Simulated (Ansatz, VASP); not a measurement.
## Cl: VASP beside Ansatz

File INCAR:

```
SYSTEM = Cl
PREC     = Accurate       ! precision mode
ENCUT    = 520            ! plane-wave cutoff, eV
EDIFF    = 1E-6           ! SCF threshold, eV
ISMEAR   = -1             ! smearing method
SIGMA    = 0.05           ! smearing width, eV
LREAL    = .FALSE.        ! projectors in reciprocal space
LASPH    = .TRUE.         ! aspherical terms in the spheres
NELM     = 80             ! most SCF steps
ALGO     = Normal         ! electronic algorithm
ISIF     = 2              ! what is computed and relaxed
LWAVE    = .FALSE.        ! write WAVECAR
LCHARG   = .FALSE.        ! write CHGCAR
NBANDS   = 22             ! bands
```

The input KPOINTS:

```
regular mesh
0
G
  7 7 4
  0 0 0
```

The input POSCAR:

```
Cl
1.0
    3.1238919815     -2.2348988739      0.0000000000
    3.1238919815      2.2348988739      0.0000000000
    0.0000000000      0.0000000000      8.1548976686
Cl
4
Direct
    0.3700000000      0.6300000000      0.4000000000
    0.1300000000      0.8700000000      0.9000000000
    0.6300000000      0.3700000000      0.6000000000
    0.8700000000      0.1300000000      0.1000000000
```

Contents of input.yaml:

```yaml
crystal:
  lattice:
    - [3.1238919815, -2.2348988739, 0.0]
    - [3.1238919815, 2.2348988739, 0.0]
    - [0.0, 0.0, 8.1548976686]
  atoms:
    - { symbol: Cl, position: [0.37, 0.63, 0.4] }
    - { symbol: Cl, position: [0.13, 0.87, 0.9] }
    - { symbol: Cl, position: [0.63, 0.37, 0.6] }
    - { symbol: Cl, position: [0.87, 0.13, 0.1] }
kpoints:
  mp_grid: { grid: [7, 7, 4] }
scf:
  occupations: { method: fermi_dirac, width: 0.05 }
hamiltonian:
  xc: lda
  pseudopotentials: { kind: all_electron, lapw: { basis_error: 0.002 } }
output:
  forces: true
  stress: true
  eigenvalues: true
```

Change from the starting cell: volume scaled by 0.98.

Alike in both runs: task single point; functional LDA; k mesh 7 × 7 × 4; occupations fermi-dirac, width 0.05 eV; no spin polarisation.

|  | VASP | Ansatz |
| --- | --- | --- |
| version | VASP 6.6.1 | Ansatz 0.2.0 |
| potentials or method | VASP PAW LDA potentials, release 64 (Cl), cutoff 520 eV | all-electron LAPW, scalar-relativistic |

Ansatz gave:

```
gap on the k mesh at the Fermi level (eV)                     : 2.41
least direct gap on the mesh (eV)                             : 2.47
pressure (GPa)                                                : -1.9
traceless stress, the component that is largest in VASP (GPa) : 0.75
rms of the force components (eV/Å)                            : 0.075
```

Question: Estimate VASP's values.

Answer: gap on the k mesh at the Fermi level (eV): 2.43; least direct gap on the mesh (eV): 2.49; pressure (GPa): -2.3; traceless stress, the component that is largest in VASP (GPa): 1.01; rms of the force components (eV/Å): 0.071.

LDA's correlation is that of Perdew and Zunger in VASP and of Perdew and Wang (1992) in Ansatz. Atom by atom the forces differ by 0.085 eV/Å (rms over components). Ansatz ran all-electron here, and VASP with PAW potentials.
